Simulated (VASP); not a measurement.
Here is a VASP 6.6.1 calculation.

File INCAR:

```
SYSTEM = Te2Mo
ALGO = Normal
EDIFF = 1E-7
ENCUT = 520
GGA = PE
ISIF = 2
ISMEAR = 0
LASPH = .TRUE.
LCHARG = .FALSE.
LREAL = .FALSE.
LWAVE = .FALSE.
NBANDS = 35
NELM = 100
PREC = Accurate
SIGMA = 0.1
```

File KPOINTS:

```
k-points
0
G
  6 10 1
  0 0 0
```

The input POSCAR:

```
Te2Mo
1.0
    6.3678769392      0.0000000000      0.0026601870
    0.0000000000      3.4675904761      0.0000000000
   -0.0706982973      0.0000000000     36.1717610422
Te Mo
4 2
Direct
    0.0775788843      0.7500000000      0.4427981946
    0.9224211157      0.2500000000      0.5572018054
    0.5697103160      0.2500000000      0.4591075358
    0.4302896840      0.7500000000      0.5408924642
    0.8193229191      0.7500000000      0.5026976282
    0.1806770809      0.2500000000      0.4973023718
```

Potentials or basis: VASP PAW PBE potentials, release 64 (Te, Mo_sv).

Run with:

```sh
$ cat potpaw_PBE.64/Te/POTCAR potpaw_PBE.64/Mo_sv/POTCAR > POTCAR
$ mpirun -np 1 vasp_std > vasp.out
```

**Question.** What does it give for the band gap on the k mesh?

**Answer.** Zero (band 26 reaches -1.93 eV, above the bottom of band 27 at -2.15 eV).

**Question.** Estimate the largest force.

**Answer.** 0.011 eV/Å.

Forces on the atoms (eV/Å):
```
Te   0.001  0.000 -0.009
Te  -0.001  0.000  0.009
Te   0.001  0.000 -0.011
Te  -0.001  0.000  0.011
Mo  -0.010  0.000  0.000
Mo   0.010  0.000  0.000
```

Caveat: spin-orbit coupling is left out, which moves the levels of the heavy elements.
